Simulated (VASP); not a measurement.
# Ta (Im-3m) in VASP: settings compared

Ta is run at these levels: LDA, r2SCAN, PBEsol+D3(BJ); tasks: single point.

All numbers are computed with VASP 6.6.1; they aren't measurements. Logs are shortened: lines on timing, memory, paths and dates and some standing lists are left out, and cuts for length are marked.

## Step 1: The cell of the first run

Symmetry: Im-3m, No. 229, cubic system. Conventional cell: a = 3.303 Å, b = 3.303 Å, c = 3.303 Å, α = 90.00°, β = 90.00°, γ = 90.00°. Ta (site symmetry m-3m) has 14 Ta at 2.86 to 3.30 Å within 3.8 Å.

## Step 2: Single point, LDA, non-collinear spin, zero start, spin-orbit coupling

INCAR reads:

```
SYSTEM = Ta
PREC = Accurate ; ENCUT = 520
EDIFF = 1E-7 ; ISMEAR = -1
SIGMA = 0.05 ; LREAL = .FALSE.
LASPH = .TRUE. ; NELM = 150
ALGO = Normal ; ISIF = 2
LWAVE = .FALSE. ; LCHARG = .FALSE.
MAGMOM = 0 0 0 ; LORBIT = 11
LSORBIT = .TRUE. ; GGA_COMPAT = .FALSE.
LORBMOM = .TRUE. ; LMAXMIX = 4
GGA = CA ; NBANDS = 22
```

KPOINTS reads:

```
regular mesh
0
G
  8 8 8
  0 0 0
```

POSCAR reads:

```
Ta
1.0
   -1.6512800000      1.6512800000      1.6512800000
    1.6512800000     -1.6512800000      1.6512800000
    1.6512800000      1.6512800000     -1.6512800000
Ta
1
Direct
    0.0000000000      0.0000000000      0.0000000000
```

Potentials or basis: VASP PAW LDA potentials, release 64 (Ta_pv).

Started as:

```bash
$ cat potpaw_LDA.64/Ta_pv/POTCAR > POTCAR
$ mpirun -np 1 vasp_ncl > vasp.out
```

OUTCAR:

```text
SYSTEM = Ta
   PREC = Accurate
   ENCUT = 520
   EDIFF = 1E-7
   ISMEAR = -1
   LREAL = .FALSE.
   LASPH = .TRUE.
   NELM = 150
   ISIF = 2
   LORBIT = 11
   LSORBIT = .TRUE.
   GGA = CA

 ion  position               nearest neighbor table
   1  0.000  0.000  0.000-

  LATTYP: Found a body centered cubic cell.
 ALAT       =     3.3025600000

  Lattice vectors:

 A1 = (  -1.6512800000,   1.6512800000,   1.6512800000)
 A2 = (   1.6512800000,  -1.6512800000,   1.6512800000)
 A3 = (   1.6512800000,   1.6512800000,  -1.6512800000)

Analysis of symmetry for initial positions (statically):
=====================================================================
 Subroutine PRICEL returns:
 Original cell was already a primitive cell.

 Routine SETGRP: Setting up the symmetry group for a
 body centered cubic supercell.

 Subroutine GETGRP returns: Found 48 space group operations
 (whereof 48 operations were pure point group operations)
 out of a pool of 48 trial point group operations.

The static configuration has the point symmetry O_h .

Analysis of symmetry for dynamics (positions and initial velocities):
=====================================================================
 Subroutine PRICEL returns:
 Original cell was already a primitive cell.

 Routine SETGRP: Setting up the symmetry group for a
 body centered cubic supercell.

 Subroutine GETGRP returns: Found 48 space group operations
 (whereof 48 operations were pure point group operations)
 out of a pool of 48 trial point group operations.

The dynamic configuration has the point symmetry O_h .

Analysis of structural, dynamic, and magnetic symmetry:
=====================================================================
 Subroutine PRICEL returns:
 Original cell was already a primitive cell.

 Routine SETGRP: Setting up the symmetry group for a
 body centered cubic supercell.

 Subroutine GETGRP returns: Found 48 space group operations
 (whereof 48 operations were pure point group operations)
 out of a pool of 48 trial point group operations.

The overall configuration has the point symmetry O_h .

 Subroutine INISYM returns: Found 48 space group operations
 (whereof 48 operations are pure point group operations),
 and found     1 'primitive' translations

----------------------------------------------------------------------------------------

                                     Primitive cell

  volume of cell :      18.0104

  direct lattice vectors                    reciprocal lattice vectors
    -1.651280000  1.651280000  1.651280000     0.000000000  0.302795407  0.302795407
     1.651280000 -1.651280000  1.651280000     0.302795407  0.000000000  0.302795407
     1.651280000  1.651280000 -1.651280000     0.302795407  0.302795407  0.000000000

  length of vectors
     2.860100858  2.860100858  2.860100858     0.428217371  0.428217371  0.428217371

  position of ions in fractional coordinates (direct lattice)
     0.000000000  0.000000000  0.000000000

  ion indices of the primitive-cell ions
   primitive index   ion index
                 1           1

----------------------------------------------------------------------------------------

 KPOINTS: regular mesh

Automatic generation of k-mesh.
 Grid dimensions read from file:
 generate k-points for:    8    8    8

 Generating k-lattice:

  Cartesian coordinates                     Fractional coordinates (reciprocal lattice)
     0.000000000  0.037849426  0.037849426     0.125000000  0.000000000  0.000000000
     0.037849426  0.000000000  0.037849426     0.000000000  0.125000000  0.000000000
     0.037849426  0.037849426  0.000000000     0.000000000  0.000000000  0.125000000

  Length of vectors
     0.053527171  0.053527171  0.053527171

  Shift w.r.t. Gamma in fractional coordinates (k-lattice)
     0.000000000  0.000000000  0.000000000

 Subroutine IBZKPT returns following result:
[... 40 lines left out ...]
   PREC   = accura    normal or accurate (medium, high low for compatibility)
   ISTART =      0    job   : 0-new  1-cont  2-samecut
   ICHARG =      2    charge: 1-file 2-atom 10-const
   ISPIN  =      1    spin polarized calculation?
   LNONCOLLINEAR =      T non collinear calculations
   LSORBIT =      T    spin-orbit coupling
   LASPH  =      T    aspherical Exc in radial PAW
   ENCUT  =  520.0 eV  38.22 Ry    6.18 a.u.   5.32  5.32  5.32*2*pi/ulx,y,z
   NELM   =    150;   NELMIN=  2; NELMDL= -5     # of ELM steps
   EDIFF  = 0.1E-06   stopping-criterion for ELM
   LREAL  =      F    real-space projection
   EDIFFG = 0.1E-05   stopping-criterion for IOM
   NSW    =      0    number of steps for IOM
   IBRION =     -1    ionic relax: 0-MD 1-quasi-New 2-CG
   NFREE  =      0    steps in history (QN), initial steepest desc. (CG)
   ISIF   =      2    stress and relaxation
   ISYM   =      2    0-nonsym 1-usesym 2-fastsym
   POTIM  = 0.5000    time-step for ionic-motion
   TEBEG  =    0.0;   TEEND  =   0.0 temperature during run
   PSTRESS=    0.0 pullay stress
   NELECT =      11.0000    total number of electrons
   NUPDOWN=      -1.0000    fix difference up-down
   EMIN   =  10.00;   EMAX   =-10.00  energy-range for DOS
   EFERMI =   0.00;   METHOD = LEGACY
   ISMEAR =    -1;   SIGMA  =   0.05  broadening in eV -4-tet -1-fermi 0-gaus
   EFERMI_NEDOS =   21; number of points for ismear=-14 and -15
   IALGO  =     38    algorithm
   IMIX   =      4    mixing-type and parameters
     AMIX     =   0.40;   BMIX     =  1.00
     AMIX_MAG =   1.60;   BMIX_MAG =  1.00
  volume/ion in A,a.u.               =      18.01       121.54
  Fermi-wavevector in a.u.,A,eV,Ry     =   1.388988  2.624806 26.249534  1.929286
  Thomas-Fermi vector in A             =   2.513061
   LORBIT       =     11    0 simple, 1 ext, 2 COOP (PROOUT), +10 PAW based schemes
   GGA     = CA    functional components
   LHFCALC =     F    Hartree Fock is set to
   AEXX    =    0.0000 exact exchange contribution
   IVDW    =     0    specifies the selected vdW correction
   LEPSILON=     F    determine dielectric tensor
   LRPA    =     F    only Hartree local field effects (RPA)
  energy-cutoff  :      520.00
  volume of cell :       18.01
 maximum number of plane-waves:       992
 NGX is ok and might be reduce to    24

 number of electron      11.0000000 magnetization       0.0000000      0.0000000      0.0000000

 number of electron      11.0000002 magnetization       0.0000000     -0.0000000     -0.0000000

 number of electron      11.0000002 magnetization      -0.0000000      0.0000000      0.0000000

 Free energy of the ion-electron system (eV)
  ---------------------------------------------------
  ext. energy  EPLUGINS =         0.00000000
  ---------------------------------------------------
  free energy    TOTEN  =       -13.57541314 eV

  energy without entropy =      -13.56840603  energy(sigma->0) =      -13.57190959

 E-fermi :   5.3548     XC(G=0): -12.7936

 val. band max:        5.2787263043   @ k =   0.2500   0.0000   0.0000
 cond. band min:       5.3813316101   @ k =  -0.2500   0.2500   0.1250
 fundamental gap:      0.1026053058
 Fermi energy:         5.3548119718

 k-point     1 :       0.0000    0.0000    0.0000
  band No.  band energies     occupation
      1     -32.9759      1.00000
      2     -32.9759      1.00000
      3     -24.9143      1.00000
      4     -24.9143      1.00000
      5     -24.9143      1.00000
      6     -24.9143      1.00000
[... 589 lines left out ...]
     21      19.3985      0.00000
     22      19.3985      0.00000

 [... further k-points ...]
[... 5 lines left out ...]
  --------------------------------------------------------------------------------------
  -------------------------------------------------------------------------------------
  Total       -1.0996157     -1.0996157     -1.0996157     -0.0000000     -0.0000000     -0.0000000
  in kB      -97.8203870    -97.8203870    -97.8203870     -0.0000000     -0.0000000     -0.0000000
  external PRESSURE =     -97.8203870 kB  Pullay stress =       0.0000000 kB

 VOLUME and BASIS-vectors are now :
 -----------------------------------------------------------------------------
  energy-cutoff  :      520.00
  volume of cell :       18.01
      direct lattice vectors                 reciprocal lattice vectors
    -1.651280000  1.651280000  1.651280000     0.000000000  0.302795407  0.302795407
     1.651280000 -1.651280000  1.651280000     0.302795407  0.000000000  0.302795407
     1.651280000  1.651280000 -1.651280000     0.302795407  0.302795407  0.000000000

 POSITION                                       TOTAL-FORCE (eV/Angst)
 -----------------------------------------------------------------------------------
      0.00000      0.00000      0.00000        -0.000000      0.000000      0.000000
 -----------------------------------------------------------------------------------
    total drift:                                0.000000      0.000000      0.000000

  FREE ENERGIE OF THE ION-ELECTRON SYSTEM (eV)
  ---------------------------------------------------
  free  energy   TOTEN  =       -13.5754131422 eV

  energy  without entropy=      -13.5684060300  energy(sigma->0) =      -13.57190959

 orbital moment (x)

 # of ion     p       d       tot
 ----------------------------------------
  1         0.000  -0.000  -0.000
 ----------------------------------------
            0.000  -0.000  -0.000

 orbital moment (y)

 # of ion     p       d       tot
 ----------------------------------------
  1        -0.000   0.000   0.000
 ----------------------------------------
           -0.000   0.000   0.000

 orbital moment (z)

 # of ion     p       d       tot
 ----------------------------------------
  1         0.000   0.000   0.000
 ----------------------------------------
            0.000   0.000   0.000

 Spin-Orbit-Coupling matrix elements

 Ion:    1  E_soc:     -1.4496436
 l=   1
     0.0000000    -0.2194882    -0.2194882
    -0.2194882     0.0000000    -0.2194882
    -0.2194882    -0.2194882     0.0000000
 l=   2
     0.0000000    -0.0053614     0.0000000    -0.0053614    -0.0167577
    -0.0053614     0.0000000    -0.0125683    -0.0053614    -0.0041894
     0.0000000    -0.0125683     0.0000000    -0.0125683     0.0000000
    -0.0053614    -0.0053614    -0.0125683     0.0000000    -0.0041894
    -0.0167577    -0.0041894     0.0000000    -0.0041894     0.0000000
 l=   3
     0.0000000     0.0000000     0.0000000     0.0000000     0.0000000     0.0000000     0.0000000
     0.0000000     0.0000000     0.0000000     0.0000000     0.0000000     0.0000000     0.0000000
     0.0000000     0.0000000     0.0000000     0.0000000     0.0000000     0.0000000     0.0000000
     0.0000000     0.0000000     0.0000000     0.0000000     0.0000000     0.0000000     0.0000000
     0.0000000     0.0000000     0.0000000     0.0000000     0.0000000     0.0000000     0.0000000
     0.0000000     0.0000000     0.0000000     0.0000000     0.0000000     0.0000000     0.0000000
     0.0000000     0.0000000     0.0000000     0.0000000     0.0000000     0.0000000     0.0000000

 total charge

# of ion       s       p       d       tot
------------------------------------------
    1        0.370   6.152   2.451   8.972

 magnetization (x)

# of ion       s       p       d       tot
------------------------------------------
    1       -0.000   0.000   0.000   0.000

 magnetization (y)

# of ion       s       p       d       tot
------------------------------------------
    1        0.000  -0.000   0.000  -0.000

 magnetization (z)

# of ion       s       p       d       tot
------------------------------------------
    1        0.000   0.000  -0.000  -0.000
```

Wall time 15 s (1 thread of AMD EPYC 9R45 (Zen 5), shared host); peak memory 0.15 GiB.

Results:

```
Free energy                                           : -13.5754 eV
Pressure                                              : -9.8 GPa
Net moment                                            : 0.00 μB per cell
Valence electrons inside the program's atomic spheres : Ta 8.97
```

Moments on the atoms (μB; x, y, z):
```
Ta  0.00 0.00 0.00
```

## Step 3: Single point, r2SCAN, non-collinear spin, zero start, spin-orbit coupling

POSCAR is that of step 2.

INCAR.step1 reads:

```
PREC = Accurate ; ENCUT = 520
ISMEAR = -1 ; SIGMA = 0.05
LREAL = F ; LASPH = T
NELM = 150 ; LNONCOLLINEAR = T
MAGMOM = 0 0 0 ; LSORBIT = T
GGA_COMPAT = F ; LMAXMIX = 4
NBANDS = 22 ; GGA = PE
ALGO = Normal ; EDIFF = 1E-4
LWAVE = T ; LCHARG = F
```

INCAR.step2 reads:

```
PREC = Accurate ; ENCUT = 520
EDIFF = 1E-6 ; ISMEAR = -1
SIGMA = 0.05 ; LREAL = F
LASPH = T ; NELM = 150
ALGO = Normal ; ISIF = 2
LWAVE = F ; LCHARG = F
LNONCOLLINEAR = T ; MAGMOM = 0 0 0
LORBIT = 11 ; LSORBIT = T
GGA_COMPAT = F ; LORBMOM = T
LMAXMIX = 4 ; METAGGA = R2SCAN
LMIXTAU = T ; NBANDS = 22
ISTART = 1
```

KPOINTS reads:

```
regular mesh
0
Gamma
  8 8 8
```

Potentials or basis: VASP PAW PBE potentials, release 64 (Ta_pv).

Started as:

```bash
$ cat potpaw_PBE.64/Ta_pv/POTCAR > POTCAR
$ cp INCAR.step1 INCAR
$ mpirun -np 1 vasp_ncl > vasp.out
$ cp INCAR.step2 INCAR
$ mpirun -np 1 vasp_ncl > vasp.out
```

It took 90 s on 1 thread of AMD EPYC 9R45 (Zen 5), shared host; peak memory 0.19 GiB.

It converged, with:

* Free energy: -49.2846 eV
* Pressure: -1.6 GPa
* Net moment: 0.00 μB per cell
* Valence electrons inside the program's atomic spheres: Ta 8.97

Moments on the atoms (μB; x, y, z):
```
Ta  0.00 0.00 0.00
```

Caveat: the PAW data sets were made with another functional, which shifts forces and pressure a little.

## Step 4: Single point, PBEsol+D3(BJ)

This run uses another cell than the first one: it holds 2 atoms, not 1.

INCAR reads:

```
  PREC = Accurate
  ENCUT = 520
  EDIFF = 1E-6
  ISMEAR = 1
  SIGMA = 0.2
  LREAL = False
  LASPH = True
  NELM = 100
  ALGO = Normal
  ISIF = 2
  LWAVE = False
  LCHARG = False
  GGA = PS
  IVDW = 12
  NBANDS = 18
```

KPOINTS reads:

```
Automatic mesh
0
Gamma
  8 8 8
```

POSCAR reads:

```
Ta
1.0
    3.3025600000      0.0000000000      0.0000000000
    0.0000000000      3.3025600000      0.0000000000
    0.0000000000      0.0000000000      3.3025600000
Ta
2
Direct
    0.0000000000      0.0000000000      0.0000000000
    0.5000000000      0.5000000000      0.5000000000
```

Started as:

```bash
$ cat potpaw_PBE.64/Ta_pv/POTCAR > POTCAR
$ mpirun -np 1 vasp_std > vasp.out
```

Run time: 9.2 s. Hardware: 1 thread of Intel Xeon 6975P-C, shared host; peak memory 0.17 GiB.

The run converged. Its results:

```yaml
Free_energy: -26.5491 eV
Pressure: -10.2 GPa
Band_gap_on_the_k_mesh: zero (band 11 reaches 6.93 eV, above the bottom of band 12 at 4.09 eV)
Dispersion_energy_per_atom: -0.728 eV
```

Levels at points of the mesh, in eV from the Fermi level:
```tsv
k point	band 8	band 9	band 10	band 11	band 12	band 13
(0.00, 0.00, 0.00)	-3.79	-3.79	0.74	0.74	0.74	4.01
(0.50, 0.00, 0.00)	-3.69	-0.92	-0.92	1.28	1.28	1.28
(0.50, 0.50, 0.00)	-4.37	-1.53	-1.53	1.64	1.64	3.89
(0.50, 0.50, 0.50)	-1.20	-1.20	-1.20	-1.20	-1.20	5.09
```

Caveat: the PAW data sets were made with another functional, which shifts forces and pressure a little; spin-orbit coupling is left out, which moves the levels of the heavy elements; pairwise dispersion overbinds metals, which lowers pressure and volume.

[end of part 1 of 2]
